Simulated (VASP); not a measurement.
Here is a VASP 6.6.1 calculation.

INCAR

```
SYSTEM = LiTi
ALGO = Normal
EDIFF = 1E-6
ENCUT = 520
GGA = PE
ISIF = 2
ISMEAR = 0
LASPH = .True.
LCHARG = .False.
LREAL = .False.
LWAVE = .False.
NBANDS = 14
NELM = 80
PREC = Accurate
SIGMA = 0.1
```

KPOINTS

```
k-points
0
Gamma
  6 6 6
  0 0 0
```

Contents of POSCAR:

```
LiTi
1.0
    3.1729726905      0.0000000000      0.0000000000
    0.0000000000      3.1729726905      0.0000000000
    0.0000000000      0.0000000000      3.1729726905
Li Ti
1 1
Direct
    0.0000000000      0.0000000000      0.0000000000
    0.5000000000      0.5000000000      0.5000000000
```

Potentials or basis: VASP PAW PBE potentials, release 64 (Li_sv, Ti_sv).

Command:

```bash
$ cat potpaw_PBE.64/Li_sv/POTCAR potpaw_PBE.64/Ti_sv/POTCAR > POTCAR
$ mpirun -np 1 vasp_std > vasp.out
```

**Question.** Predict the band gap on the k mesh.

**Answer.** Zero (an odd number of electrons rules out a gap without spin polarisation).
